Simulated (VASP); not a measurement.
# HfGeTe: single point with LDA

HfGeTe:

```xyz
6
Lattice="3.7086 0.0000 0.0000 0.0000 3.7086 0.0000 0.0000 0.0000 8.1454" Properties=species:S:1:pos:R:3 pbc="T T T"
Hf    0.0000    1.8543    1.9630
Hf    1.8543    0.0000    6.1824
Ge    0.0000    0.0000    0.0000
Ge    1.8543    1.8543    0.0000
Te    0.0000    1.8543    5.0502
Te    1.8543    0.0000    3.0953
```

```yaml
Program: VASP 6.6.1
Task: single point
Functional: LDA
Potentials_or_basis: VASP PAW LDA potentials, release 64 (Hf_pv, Ge_d, Te)
Cutoff: 520 eV
k_mesh: 6 × 6 × 3
Occupations: fermi-dirac, width 0.05 eV
Spin: no spin polarisation
```

```yaml
Pressure: 11.2 GPa
Largest_force: 1.159 eV/Å
Band_gap_on_the_k_mesh: 0.08 eV, indirect (least direct gap 0.09 eV)
```

Forces on the atoms (eV/Å):
```
Hf   0.000  0.000  1.159
Hf   0.000  0.000 -1.159
Ge   0.000  0.000  0.000
Ge   0.000  0.000  0.000
Te   0.000  0.000  0.028
Te   0.000  0.000 -0.028
```

Stress tensor (GPa, compression positive):
```
10.50  0.00  0.00
 0.00 10.50  0.00
 0.00  0.00 12.70
```

Levels at points of the mesh, in eV from the valence-band top:
| k point | band 28 | band 29 | band 30 | band 31 | band 32 | band 33 |
| --- | --- | --- | --- | --- | --- | --- |
| (0.00, 0.00, 0.00) | -0.85 | -0.85 | -0.48 | 0.29 | 0.45 | 1.64 |
| (0.50, 0.00, 0.00) | -1.80 | -0.82 | -0.82 | 0.65 | 0.65 | 2.35 |
| (0.50, 0.50, 0.00) | -3.56 | -2.19 | -2.19 | 2.86 | 2.86 | 3.34 |

Run time: 99 s on 1 thread of Oxide Virtual Turin-like Processor, on a shared host, peak memory 0.19 GiB.

Caveat: spin-orbit coupling is left out, which moves the levels of the heavy elements; forces of over 1 eV/Å act on the atoms, so gaps and moduli don't describe the material at rest. A k mesh can miss the band edges.
